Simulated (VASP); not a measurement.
# Nb (Pm-3m) in VASP: single point with PBEsol

Aim: the single point of Nb with PBEsol.

All numbers are computed with VASP 6.6.1; they aren't measurements. Logs are shortened: lines on timing, memory, paths and dates and some standing lists are left out, and cuts for length are marked.

### 1 The cell of the first run

The structure is cubic, space group Pm-3m (No. 221). The conventional cell has a = 2.683 Å, b = 2.683 Å, c = 2.683 Å, α = 90.00°, β = 90.00°, γ = 90.00°. Nb (site symmetry m-3m) has 6 Nb at 2.68 Å within 3.5 Å.

This isn't the form of Nb at room conditions, which is bcc.

### 2 Single point, PBEsol

POSCAR reads:

```
Nb
1.0
    2.6830891365      0.0000000000      0.0000000000
    0.0000000000      2.6830891365      0.0000000000
    0.0000000000      0.0000000000      2.6830891365
Nb
1
Direct
    0.0000000000      0.0000000000      0.0000000000
```

INCAR.step1 reads:

```
SYSTEM = Nb
PREC = Accurate
ENCUT = 520
EDIFF = 1E-7
ISMEAR = -1
SIGMA = 0.1
LREAL = .FALSE.
LASPH = .TRUE.
NELM = 80
ALGO = Normal
ISIF = 2
LWAVE = .FALSE.
LCHARG = .TRUE.
LMAXMIX = 4
GGA = PS
NBANDS = 12
```

KPOINTS.step1 reads:

```
regular mesh
0
G
  14 14 14
  0 0 0
```

INCAR.step2 reads:

```
SYSTEM = Nb
PREC = Accurate
ENCUT = 520
EDIFF = 1E-7
ISMEAR = -5
SIGMA = 0.1
LREAL = .FALSE.
LASPH = .TRUE.
NELM = 80
ALGO = Normal
ISIF = 2
LWAVE = .FALSE.
LCHARG = .FALSE.
LMAXMIX = 4
GGA = PS
LORBIT = 11
NBANDS = 12
NEDOS = 2001
ICHARG = 11
```

KPOINTS.step2 reads:

```
regular mesh
0
G
  21 21 21
  0 0 0
```

Potentials or basis: VASP PAW PBE potentials, release 64 (Nb_sv).

On the command line:

```
$ cat potpaw_PBE.64/Nb_sv/POTCAR > POTCAR
$ cp INCAR.step1 INCAR
$ cp KPOINTS.step1 KPOINTS
$ mpirun -np 1 vasp_std > vasp.out
$ cp INCAR.step2 INCAR
$ cp KPOINTS.step2 KPOINTS
$ mpirun -np 1 vasp_std > vasp.out
```

OUTCAR:

```text
SYSTEM = Nb
   PREC = Accurate
   ENCUT = 520
   EDIFF = 1E-7
   ISMEAR = -5
   LREAL = .FALSE.
   LASPH = .TRUE.
   NELM = 80
   ISIF = 2
   GGA = PS
   LORBIT = 11
   ICHARG = 11

 ion  position               nearest neighbor table
   1  0.000  0.000  0.000-

  LATTYP: Found a simple cubic cell.
 ALAT       =     2.6830891365

  Lattice vectors:

 A1 = (   2.6830891365,   0.0000000000,   0.0000000000)
 A2 = (   0.0000000000,   2.6830891365,   0.0000000000)
 A3 = (   0.0000000000,   0.0000000000,   2.6830891365)

Analysis of symmetry for initial positions (statically):
=====================================================================
 Subroutine PRICEL returns:
 Original cell was already a primitive cell.

 Routine SETGRP: Setting up the symmetry group for a
 simple cubic supercell.

 Subroutine GETGRP returns: Found 48 space group operations
 (whereof 48 operations were pure point group operations)
 out of a pool of 48 trial point group operations.

The static configuration has the point symmetry O_h .

Analysis of symmetry for dynamics (positions and initial velocities):
=====================================================================
 Subroutine PRICEL returns:
 Original cell was already a primitive cell.

 Routine SETGRP: Setting up the symmetry group for a
 simple cubic supercell.

 Subroutine GETGRP returns: Found 48 space group operations
 (whereof 48 operations were pure point group operations)
 out of a pool of 48 trial point group operations.

The dynamic configuration has the point symmetry O_h .

 Subroutine INISYM returns: Found 48 space group operations
 (whereof 48 operations are pure point group operations),
 and found     1 'primitive' translations

----------------------------------------------------------------------------------------

                                     Primitive cell

  volume of cell :      19.3155

  direct lattice vectors                    reciprocal lattice vectors
     2.683089137  0.000000000  0.000000000     0.372704725  0.000000000  0.000000000
     0.000000000  2.683089137  0.000000000     0.000000000  0.372704725  0.000000000
     0.000000000  0.000000000  2.683089137     0.000000000  0.000000000  0.372704725

  length of vectors
     2.683089137  2.683089137  2.683089137     0.372704725  0.372704725  0.372704725

  position of ions in fractional coordinates (direct lattice)
     0.000000000  0.000000000  0.000000000
[... 88 lines left out ...]
   PSTRESS=    0.0 pullay stress
   NELECT =      13.0000    total number of electrons
   NUPDOWN=      -1.0000    fix difference up-down
   EMIN   =  10.00;   EMAX   =-10.00  energy-range for DOS
   EFERMI =   0.00;   METHOD = LEGACY
   ISMEAR =    -5;   SIGMA  =   0.10  broadening in eV -4-tet -1-fermi 0-gaus
   EFERMI_NEDOS =   21; number of points for ismear=-14 and -15
   IALGO  =     38    algorithm
   IMIX   =      4    mixing-type and parameters
     AMIX     =   0.40;   BMIX     =  1.00
     AMIX_MAG =   1.60;   BMIX_MAG =  1.00
  volume/ion in A,a.u.               =      19.32       130.35
  Fermi-wavevector in a.u.,A,eV,Ry     =   1.434677  2.711147 28.004852  2.058299
  Thomas-Fermi vector in A             =   2.554059
   LORBIT       =     11    0 simple, 1 ext, 2 COOP (PROOUT), +10 PAW based schemes
   GGA     = PS    functional components
   LHFCALC =     F    Hartree Fock is set to
   AEXX    =    0.0000 exact exchange contribution
   IVDW    =     0    specifies the selected vdW correction
   LEPSILON=     F    determine dielectric tensor
   LRPA    =     F    only Hartree local field effects (RPA)
 non-spin polarized calculation
 Fermi weights with tetrahedron method with Bloechl corrections
  energy-cutoff  :      520.00
  volume of cell :       19.32
 maximum number of plane-waves:       536
 NGX is ok and might be reduce to    20

 number of electron      12.9999998 magnetization

 Free energy of the ion-electron system (eV)
  ---------------------------------------------------
  ext. energy  EPLUGINS =         0.00000000
  ---------------------------------------------------
  free energy    TOTEN  =        -9.92737777 eV

  energy without entropy =       -9.92737777  energy(sigma->0) =       -9.92737777

 E-fermi :  10.1442     XC(G=0): -12.1575

 val. band max:       10.1919220355   @ k =   0.2381   0.2381   0.2381
 cond. band min:      10.1177854548   @ k =   0.4762   0.2381   0.1905
 fundamental gap:     -0.0741365807
 Fermi energy:        10.1442089050

 k-point     1 :       0.0000    0.0000    0.0000
  band No.  band energies     occupation
      1     -44.3768      2.00000
      2     -19.5928      2.00000
      3     -19.5928      2.00000
      4     -19.5928      2.00000
      5       4.4775      2.00000
      6       7.2581      2.00000
      7       7.2581      2.00000
      8      15.5414      0.00000
      9      15.5414      0.00000
     10      15.5414      0.00000
     11      25.1080      0.00000
     12      25.1080      0.00000
[... 331 lines left out ...]
 k-point    24 :       0.1905    0.0952    0.0000
  band No.  band energies     occupation
      1     -44.2907      2.00000
      2     -20.1260      2.00000
      3     -19.6953      2.00000
      4     -19.5321      2.00000
      5       5.6730      2.00000
      6       7.7700      2.00000
      7       8.5931      2.00000
      8      13.6913      0.00000
      9      14.1937      0.00000
     10      15.2691      0.00000
     11      22.3544      0.00000
     12      25.5583      0.00000

 [... further k-points ...]

------------------------ aborting loop because EDIFF is reached ----------------------------------------

  FORCE on cell =-STRESS in cart. coord.  units (eV):
  Direction    XX          YY          ZZ          XY          YZ          ZX
  --------------------------------------------------------------------------------------
  -------------------------------------------------------------------------------------
  Total       -0.0072252     -0.0072252     -0.0072252      0.0000000      0.0000000     -0.0000000
  in kB       -0.5993128     -0.5993128     -0.5993128      0.0000000      0.0000000     -0.0000000
  external PRESSURE =      -0.5993128 kB  Pullay stress =       0.0000000 kB

 VOLUME and BASIS-vectors are now :
 -----------------------------------------------------------------------------
  energy-cutoff  :      520.00
  volume of cell :       19.32
      direct lattice vectors                 reciprocal lattice vectors
     2.683089137  0.000000000  0.000000000     0.372704725  0.000000000  0.000000000
     0.000000000  2.683089137  0.000000000     0.000000000  0.372704725  0.000000000
     0.000000000  0.000000000  2.683089137     0.000000000  0.000000000  0.372704725

 POSITION                                       TOTAL-FORCE (eV/Angst)
 -----------------------------------------------------------------------------------
      0.00000      0.00000      0.00000         0.000000      0.000000      0.000000
 -----------------------------------------------------------------------------------
    total drift:                                0.000000      0.000000     -0.000000

  FREE ENERGIE OF THE ION-ELECTRON SYSTEM (eV)
  ---------------------------------------------------
  free  energy   TOTEN  =        -9.9273777709 eV

  energy  without entropy=       -9.9273777709  energy(sigma->0) =       -9.92737777

 total charge

# of ion       s       p       d       tot
------------------------------------------
    1        2.240   5.962   2.655  10.858
```

OSZICAR.step1:

```text
N       E                     dE             d eps       ncg     rms          rms(c)
DAV:   1     0.118244645278E+03    0.11824E+03   -0.72704E+03  2896   0.107E+03
DAV:   2    -0.494508661273E+01   -0.12319E+03   -0.11755E+03  3080   0.382E+02
DAV:   3    -0.994136764868E+01   -0.49963E+01   -0.47555E+01  4144   0.669E+01
DAV:   4    -0.102513714669E+02   -0.31000E+00   -0.30776E+00  4072   0.154E+01
DAV:   5    -0.102631752570E+02   -0.11804E-01   -0.11786E-01  4288   0.244E+00    0.708E+00
DAV:   6    -0.995786037026E+01    0.30531E+00   -0.51769E-01  4564   0.869E+00    0.265E+00
DAV:   7    -0.993474607725E+01    0.23114E-01   -0.12342E-01  4736   0.422E+00    0.924E-01
DAV:   8    -0.993998652285E+01   -0.52404E-02   -0.13300E-02  3232   0.146E+00    0.386E-02
DAV:   9    -0.994003180987E+01   -0.45287E-04   -0.10577E-03  4748   0.276E-01    0.586E-02
DAV:  10    -0.994003888433E+01   -0.70745E-05   -0.19195E-05  3488   0.391E-02    0.498E-02
DAV:  11    -0.994003825592E+01    0.62841E-06   -0.32142E-05  3408   0.967E-02    0.695E-03
DAV:  12    -0.994003818956E+01    0.66361E-07   -0.25053E-07  3632   0.517E-03
   1 F= -.99400382E+01 E0= -.99191351E+01  d E =-.418062E-01
```

It took 60 s on 1 thread of Intel Xeon 8259CL, shared host; peak memory 0.18 GiB.

What came out:

| Quantity | Value |
| --- | --- |
| Valence electrons inside the program's atomic spheres | Nb 10.86 |

Caveat: the PAW data sets were made with another functional, which shifts forces and pressure a little.
